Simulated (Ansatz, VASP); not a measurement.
## Ta in VASP and in Ansatz

The input POSCAR:

```
Ta
1.0
    3.3046647258      0.0000000000      0.0000000000
    0.0000000000      3.3046647258      0.0000000000
    0.0000000000      0.0000000000      3.5029446094
Ta
2
Direct
    0.0000000000      0.0000000000      0.0000000000
    0.5000000000      0.5000000000      0.5000000000
```

File INCAR.step1:

```
  PREC = Accurate
  ENCUT = 520
  ISMEAR = 0
  SIGMA = 0.1
  LREAL = F
  LASPH = T
  NELM = 60
  NBANDS = 18
  GGA = PE
  ALGO = Normal
  EDIFF = 1E-4
  LWAVE = T
  LCHARG = F
```

The input INCAR.step2:

```
  PREC = Accurate
  ENCUT = 520
  EDIFF = 1E-6
  ISMEAR = 0
  SIGMA = 0.1
  LREAL = F
  LASPH = T
  NELM = 60
  ALGO = Normal
  ISIF = 2
  LWAVE = F
  LCHARG = T
  METAGGA = R2SCAN
  LMIXTAU = T
  LELF = T
  LVHAR = T
  NBANDS = 18
  ISTART = 1
```

Contents of KPOINTS:

```
Automatic mesh
0
Gamma
  16 16 16
```

Input for Ansatz:

```yaml
crystal:
  lattice:
    - [3.3046647258, 0.0, 0.0]
    - [0.0, 3.3046647258, 0.0]
    - [0.0, 0.0, 3.5029446094]
  atoms:
    - { symbol: Ta, position: [0.0, 0.0, 0.0] }
    - { symbol: Ta, position: [0.5, 0.5, 0.5] }
basis:
  ecutwfc: 500
kpoints:
  mp_grid: { grid: [16, 16, 16] }
hamiltonian:
  xc: r2scan
scf:
  occupations: { method: gaussian, width: 0.1 }
output:
  forces: true
  stress: true
  eigenvalues: true
```

Change from the starting cell: strain along c alone, the other axes held, atoms relaxed: +6.0 %.

Alike in both runs: task single point; functional r2SCAN; k mesh 16 × 16 × 16; occupations gaussian, width 0.1 eV; no spin polarisation.

```csv
,VASP,Ansatz
version,VASP 6.6.1,Ansatz 0.2.0
potentials or method,"VASP PAW PBE potentials, release 64 (Ta_pv), cutoff 520 eV","scalar-relativistic, plane waves, PAW"
valence electrons in the cell,22,26
```

VASP gave:

```
gap on the k mesh at the Fermi level (eV)                     : none
pressure (GPa)                                                : -9.8
traceless stress, the component that is largest in VASP (GPa) : -3.40
```

**Question.** Which values does Ansatz return?

**Answer.** gap on the k mesh at the Fermi level (eV): none; pressure (GPa): -10.2; traceless stress, the component that is largest in VASP (GPa): -3.41.

VASP's potentials were made for PBE, not for r2SCAN. A gap of «none» marks a metal or a gap that the smearing closes. The functional is the same, so the differences come from potentials, cutoffs and numerics. VASP's potentials hold 22 valence electrons a cell and Ansatz's 26, so a difference there can come from the potentials and not from the codes.

Spin-orbit coupling is off throughout.
